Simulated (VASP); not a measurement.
# Al2Pt (Fm-3m) in VASP: single point with r2SCAN

Aim: the single point of Al2Pt with r2SCAN.

Program: VASP 6.6.1. These are calculated values, not measurements. Logs are shortened: lines on timing, memory, paths and dates and some standing lists are left out, and cuts for length are marked.

## (1) The cell of the first run

Symmetry: Fm-3m, No. 225, cubic system. Conventional cell: a = 5.886 Å, b = 5.886 Å, c = 5.886 Å, α = 90.00°, β = 90.00°, γ = 90.00°. Pt (site symmetry m-3m) has 8 Al at 2.55 Å within 3.4 Å. Al (site symmetry -43m) has 4 Pt at 2.55 Å and 6 Al at 2.94 Å within 3.4 Å.

## (2) Single point, r2SCAN

POSCAR

```
Al2Pt
1.0
    0.0000000000      2.9431930000      2.9431930000
    2.9431930000      0.0000000000      2.9431930000
    2.9431930000      2.9431930000      0.0000000000
Pt Al
1 2
Direct
    0.0000000000      0.0000000000      0.0000000000
    0.2500000000      0.2500000000      0.2500000000
    0.7500000000      0.7500000000      0.7500000000
```

INCAR.step1

```
SYSTEM = Al2Pt
  PREC = Accurate
  ENCUT = 520
  ISMEAR = 1
  SIGMA = 0.0128
  LREAL = .FALSE.
  LASPH = .TRUE.
  NELM = 60
  NBANDS = 15
  GGA = PE
  ALGO = Normal
  EDIFF = 1E-4
  LWAVE = .TRUE.
  LCHARG = .FALSE.
```

INCAR.step2

```
SYSTEM = Al2Pt
  PREC = Accurate
  ENCUT = 520
  EDIFF = 1E-6
  ISMEAR = 1
  SIGMA = 0.0128
  LREAL = .FALSE.
  LASPH = .TRUE.
  NELM = 60
  ALGO = Normal
  ISIF = 2
  LWAVE = .FALSE.
  LCHARG = .FALSE.
  METAGGA = R2SCAN
  LMIXTAU = .TRUE.
  NBANDS = 15
  ISTART = 1
```

KPOINTS

```
regular mesh
0
G
  8 8 8
  0 0 0
```

Potentials or basis: VASP PAW PBE potentials, release 64 (Pt, Al).

Started as:

```bash
$ cat potpaw_PBE.64/Pt/POTCAR potpaw_PBE.64/Al/POTCAR > POTCAR
$ cp INCAR.step1 INCAR
$ mpirun -np 1 vasp_std > vasp.out
$ cp INCAR.step2 INCAR
$ mpirun -np 1 vasp_std > vasp.out
```

OUTCAR:

```text
SYSTEM = Al2Pt
   PREC = Accurate
   ENCUT = 520
   EDIFF = 1E-6
   ISMEAR = 1
   LREAL = .FALSE.
   LASPH = .TRUE.
   NELM = 60
   ISIF = 2
   METAGGA = R2SCAN
   ISTART = 1

 ion  position               nearest neighbor table
   1  0.000  0.000  0.000-   3 2.55   3 2.55   3 2.55   2 2.55   3 2.55   2 2.55   2 2.55   2 2.55

   2  0.250  0.250  0.250-   1 2.55   1 2.55   1 2.55   1 2.55   3 2.94   3 2.94   3 2.94   3 2.94
                             3 2.94   3 2.94
   3  0.750  0.750  0.750-   1 2.55   1 2.55   1 2.55   1 2.55   2 2.94   2 2.94   2 2.94   2 2.94
                             2 2.94   2 2.94

  LATTYP: Found a face centered cubic cell.
 ALAT       =     5.8863860000

  Lattice vectors:

 A1 = (   0.0000000000,   2.9431930000,   2.9431930000)
 A2 = (   2.9431930000,   0.0000000000,   2.9431930000)
 A3 = (   2.9431930000,   2.9431930000,   0.0000000000)

Analysis of symmetry for initial positions (statically):
=====================================================================
 Subroutine PRICEL returns:
 Original cell was already a primitive cell.

 Routine SETGRP: Setting up the symmetry group for a
 face centered cubic supercell.

 Subroutine GETGRP returns: Found 48 space group operations
 (whereof 48 operations were pure point group operations)
 out of a pool of 48 trial point group operations.

The static configuration has the point symmetry O_h .

Analysis of symmetry for dynamics (positions and initial velocities):
=====================================================================
 Subroutine PRICEL returns:
 Original cell was already a primitive cell.

 Routine SETGRP: Setting up the symmetry group for a
 face centered cubic supercell.

 Subroutine GETGRP returns: Found 48 space group operations
 (whereof 48 operations were pure point group operations)
 out of a pool of 48 trial point group operations.

The dynamic configuration has the point symmetry O_h .

 Subroutine INISYM returns: Found 48 space group operations
 (whereof 48 operations are pure point group operations),
 and found     1 'primitive' translations

----------------------------------------------------------------------------------------

                                     Primitive cell

  volume of cell :      50.9901

  direct lattice vectors                    reciprocal lattice vectors
     0.000000000  2.943193000  2.943193000    -0.169883524  0.169883524  0.169883524
     2.943193000  0.000000000  2.943193000     0.169883524 -0.169883524  0.169883524
     2.943193000  2.943193000  0.000000000     0.169883524  0.169883524 -0.169883524

  length of vectors
     4.162303457  4.162303457  4.162303457     0.294246896  0.294246896  0.294246896

  position of ions in fractional coordinates (direct lattice)
     0.000000000  0.000000000  0.000000000
     0.250000000  0.250000000  0.250000000
     0.750000000  0.750000000  0.750000000

  ion indices of the primitive-cell ions
   primitive index   ion index
                 1           1
                 2           2
                 3           3

----------------------------------------------------------------------------------------

 KPOINTS: regular mesh

Automatic generation of k-mesh.
 Grid dimensions read from file:
 generate k-points for:    8    8    8

 Generating k-lattice:

  Cartesian coordinates                     Fractional coordinates (reciprocal lattice)
    -0.021235441  0.021235441  0.021235441     0.125000000  0.000000000  0.000000000
     0.021235441 -0.021235441  0.021235441     0.000000000  0.125000000  0.000000000
     0.021235441  0.021235441 -0.021235441     0.000000000  0.000000000  0.125000000

  Length of vectors
     0.036780862  0.036780862  0.036780862

  Shift w.r.t. Gamma in fractional coordinates (k-lattice)
     0.000000000  0.000000000  0.000000000

 Subroutine IBZKPT returns following result:
 ===========================================

 Found     29 irreducible k-points:

 Following reciprocal coordinates:
            Coordinates               Weight
  0.000000  0.000000  0.000000      1.000000
  0.125000  0.000000  0.000000      8.000000
  0.250000  0.000000  0.000000      8.000000
  0.375000  0.000000  0.000000      8.000000
  0.500000  0.000000  0.000000      4.000000
  0.125000  0.125000  0.000000      6.000000
[... 16 lines left out ...]
  0.500000  0.250000  0.125000     48.000000
 -0.375000  0.250000  0.125000     24.000000
 [... further k-points ...]
   k-points           NKPTS =     29   k-points in BZ     NKDIM =     29   number of bands    NBANDS=     15
   number of dos      NEDOS =    301   number of ions     NIONS =      3
   total plane-waves  NPLWV =  32768
   dimension x,y,z NGX =    32 NGY =   32 NGZ =   32
   dimension x,y,z NGXF=    64 NGYF=   64 NGZF=   64
   ions per type =               1   2
   NGX,Y,Z   is equivalent  to a cutoff of  12.78, 12.78, 12.78 a.u.
   NGXF,Y,Z  is equivalent  to a cutoff of  25.56, 25.56, 25.56 a.u.
 SYSTEM =  Al2Pt
   PREC   = accura    normal or accurate (medium, high low for compatibility)
   ISTART =      1    job   : 0-new  1-cont  2-samecut
   ICHARG =      0    charge: 1-file 2-atom 10-const
   ISPIN  =      1    spin polarized calculation?
   LNONCOLLINEAR =      F non collinear calculations
   LSORBIT =      F    spin-orbit coupling
   LASPH  =      T    aspherical Exc in radial PAW
   ENCUT  =  520.0 eV  38.22 Ry    6.18 a.u.   7.74  7.74  7.74*2*pi/ulx,y,z
   NELM   =     60;   NELMIN=  2; NELMDL=  0     # of ELM steps
   EDIFF  = 0.1E-05   stopping-criterion for ELM
   LREAL  =      F    real-space projection
   EDIFFG = 0.1E-04   stopping-criterion for IOM
   NSW    =      0    number of steps for IOM
   IBRION =     -1    ionic relax: 0-MD 1-quasi-New 2-CG
   NFREE  =      0    steps in history (QN), initial steepest desc. (CG)
   ISIF   =      2    stress and relaxation
   ISYM   =      2    0-nonsym 1-usesym 2-fastsym
   POTIM  = 0.5000    time-step for ionic-motion
   TEBEG  =    0.0;   TEEND  =   0.0 temperature during run
   PSTRESS=    0.0 pullay stress
   NELECT =      16.0000    total number of electrons
   NUPDOWN=      -1.0000    fix difference up-down
   EMIN   =  10.00;   EMAX   =-10.00  energy-range for DOS
   EFERMI =   0.00;   METHOD = LEGACY
   ISMEAR =     1;   SIGMA  =   0.01  broadening in eV -4-tet -1-fermi 0-gaus
   EFERMI_NEDOS =   21; number of points for ismear=-14 and -15
   IALGO  =     38    algorithm
   IMIX   =      4    mixing-type and parameters
     AMIX     =   0.40;   BMIX     =  1.00
     AMIX_MAG =   1.60;   BMIX_MAG =  1.00
  volume/ion in A,a.u.               =      17.00       114.70
  Fermi-wavevector in a.u.,A,eV,Ry     =   1.112464  2.102253 16.838255  1.237577
  Thomas-Fermi vector in A             =   2.249039
   LORBIT       =      0    0 simple, 1 ext, 2 COOP (PROOUT), +10 PAW based schemes
   METAGGA = R2SCAN    functional components
   LHFCALC =     F    Hartree Fock is set to
   AEXX    =    0.0000 exact exchange contribution
   IVDW    =     0    specifies the selected vdW correction
   LEPSILON=     F    determine dielectric tensor
   LRPA    =     F    only Hartree local field effects (RPA)
 non-spin polarized calculation
 Methfessel and Paxton  Order N= 1 SIGMA  =   0.01
  energy-cutoff  :      520.00
  volume of cell :       50.99
 maximum number of plane-waves:      1387
   NGX = 15   NGY = 15   NGZ = 15

 number of electron      16.0000000 magnetization

 Free energy of the ion-electron system (eV)
  ---------------------------------------------------
  ext. energy  EPLUGINS =         0.00000000
  ---------------------------------------------------
  free energy    TOTEN  =       -67.89011693 eV

  energy without entropy =      -67.89011375  energy(sigma->0) =      -67.89011587

 E-fermi :   7.8613     XC(G=0): -11.5189

 val. band max:        7.8523641381   @ k =   0.3750   0.2500   0.0000
 cond. band min:       7.9419513678   @ k =  -0.3750   0.1250   0.0000
 fundamental gap:      0.0895872297
 Fermi energy:         7.8612657753

 k-point     1 :       0.0000    0.0000    0.0000
  band No.  band energies     occupation
      1      -2.8992      2.00000
      2       2.5504      2.00000
      3       2.5504      2.00000
      4       2.5504      2.00000
      5       3.9828      2.00000
      6       3.9828      2.00000
      7      11.7032      0.00000
      8      11.9176      0.00000
      9      11.9176      0.00000
     10      11.9176      0.00000
     11      13.7905      0.00000
     12      13.7905      0.00000
     13      13.7905      0.00000
     14      14.8829      0.00000
     15      14.8829      0.00000

 k-point     2 :       0.1250    0.0000    0.0000
  band No.  band energies     occupation
      1      -2.6707      2.00000
      2       2.4307      2.00000
      3       2.6261      2.00000
      4       2.6261      2.00000
      5       3.9601      2.00000
      6       3.9601      2.00000
      7       9.7214      0.00000
      8      11.3589      0.00000
      9      11.3589      0.00000
     10      11.9666      0.00000
     11      14.3768      0.00000
     12      14.3768      0.00000
     13      14.4720      0.00000
     14      14.4997      0.00000
     15      14.4997      0.00000
[... 365 lines left out ...]
      3       2.7873      2.00000
      4       3.2363      2.00000
      5       3.8474      2.00000
      6       4.1190      2.00000
      7       4.9754      2.00000
      8       7.0285      2.00000
      9       8.5579      0.00000
     10      12.3914      0.00000
     11      13.5574      0.00000
     12      14.5917      0.00000
     13      15.8131      0.00000
     14      16.5674      0.00000
     15      18.1691      0.00000

 k-point    24 :      -0.3750    0.2500    0.1250
  band No.  band energies     occupation
      1       0.2073      2.00000
      2       1.5711      2.00000
      3       2.7287      2.00000
      4       3.2497      2.00000
      5       3.5248      2.00000
      6       4.2190      2.00000
      7       4.5086      2.00000
      8       6.9243      2.00000
      9       8.0626     -0.00000
     10      12.2587      0.00000
     11      13.6240      0.00000
     12      15.3172      0.00000
     13      15.8045      0.00000
     14      16.9974      0.00000
     15      17.6801      0.00000

 [... further k-points ...]

------------------------ aborting loop because EDIFF is reached ----------------------------------------

  FORCE on cell =-STRESS in cart. coord.  units (eV):
  Direction    XX          YY          ZZ          XY          YZ          ZX
  --------------------------------------------------------------------------------------
  -------------------------------------------------------------------------------------
  Total        0.3369739      0.3369739      0.3369739     -0.0000000     -0.0000000      0.0000000
  in kB       10.5881631     10.5881631     10.5881631     -0.0000000     -0.0000000      0.0000000
  external PRESSURE =      10.5881631 kB  Pullay stress =       0.0000000 kB

 VOLUME and BASIS-vectors are now :
 -----------------------------------------------------------------------------
  energy-cutoff  :      520.00
  volume of cell :       50.99
      direct lattice vectors                 reciprocal lattice vectors
     0.000000000  2.943193000  2.943193000    -0.169883524  0.169883524  0.169883524
     2.943193000  0.000000000  2.943193000     0.169883524 -0.169883524  0.169883524
     2.943193000  2.943193000  0.000000000     0.169883524  0.169883524 -0.169883524

 POSITION                                       TOTAL-FORCE (eV/Angst)
 -----------------------------------------------------------------------------------
      0.00000      0.00000      0.00000         0.000000      0.000000      0.000000
      1.47160      1.47160      1.47160         0.000000      0.000000     -0.000000
      4.41479      4.41479      4.41479        -0.000000     -0.000000      0.000000
 -----------------------------------------------------------------------------------
    total drift:                                0.000000     -0.000000      0.000000

  FREE ENERGIE OF THE ION-ELECTRON SYSTEM (eV)
  ---------------------------------------------------
  free  energy   TOTEN  =       -67.8901169294 eV

  energy  without entropy=      -67.8901137533  energy(sigma->0) =      -67.89011587
```

Wall time 55 s (1 thread of Intel Xeon Platinum 8488C (Sapphire Rapids), shared host); peak memory 0.19 GiB.

What came out:

- Free energy: -67.8901 eV
- Pressure: 1.1 GPa
- Band gap on the k mesh: zero (band 8 reaches 11.92 eV, above the bottom of band 9 at 6.20 eV)

Caveat: the PAW data sets were made with another functional, which shifts forces and pressure a little; spin-orbit coupling is left out, which moves the levels of the heavy elements.
